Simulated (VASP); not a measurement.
Wanted: the native input for a VASP 6.6.1 run.

- Task: single point
- Functional: RPBE
- Dispersion: D4
- Potentials or basis: VASP PAW PBE potentials, release 64 (Au)
- Cutoff: 520 eV
- k mesh: 11 × 11 × 11
- Occupations: fermi-dirac, width 0.02 eV
- Spin: collinear spin
- Starting moments: [2.0] μB
- Fixed moment: 2 μB
- Hubbard terms: Au d U = 3.0 eV
- Dipole correction: no
- Further INCAR settings: ALGO = Normal; EDIFF = 1e-06; NBANDS = 16

The structure of Au lies in POSCAR:

```
Au
1.0
    0.0060019241      1.9745742498      1.9917424760
    2.0335708028      0.0100201863      1.9877242137
    2.0323002796      1.9692854644      0.0112907095
Au
1
Direct
   -0.0089470000      0.0054120000     -0.0062730000
```

One way to write it, as run:

INCAR

```
ALGO     = Normal         # electronic algorithm
EDIFF    = 1E-6           # SCF threshold, eV
ENCUT    = 520            # plane-wave cutoff, eV
GGA      = RP             # functional
ISIF     = 2              # what is computed and relaxed
ISMEAR   = -1             # smearing method
ISPIN    = 2              # spin polarisation
IVDW     = 13             # dispersion correction
LASPH    = T              # aspherical terms in the spheres
LCHARG   = T              # write CHGCAR
LDAU     = T              # DFT+U
LDAUJ    = 0            
LDAUL    = 2              # shell
LDAUPRINT= 1            
LDAUTYPE = 2            
LDAUU    = 3              # U, eV
LELF     = T              # ELF
LMAXMIX  = 4              # l up to which the mixer works
LORBIT   = 11             # projections on sites
LREAL    = F              # projectors in reciprocal space
LVHAR    = T            
LWAVE    = F              # write WAVECAR
MAGMOM   = 2              # initial moments
NBANDS   = 16             # bands
NELM     = 150            # most SCF steps
NUPDOWN  = 2.0            # fixed moment
PREC     = Accurate       # precision mode
SIGMA    = 0.02           # smearing width, eV
```

KPOINTS

```
k-points
0
Gamma
  11 11 11
```

Potentials or basis: VASP PAW PBE potentials, release 64 (Au).

Run with:

```sh
$ cat potpaw_PBE.64/Au/POTCAR > POTCAR
$ mpirun -np 1 vasp_std > vasp.out
```

It gave:

The pressure is 51.9 GPa, the net moment is 2.00 μB per cell and the site moments are Au +1.71 μB. The valence electrons inside the program's atomic spheres are Au 9.72. The dispersion energy per atom is -1.396 eV.

Caveat: the cell stands under pressure; the dispersion term is far too large for a dense solid, which distorts pressure and volume; the PAW data sets were made with another functional, which shifts forces and pressure a little; the total moment is fixed, so each spin has its own Fermi level and the state may be an excited one; the U is typed as a test and isn't derived for this compound.

Wall time 6.6 min on 1 thread of Oxide Virtual Turin-like Processor, on a shared host, peak memory 0.32 GiB.
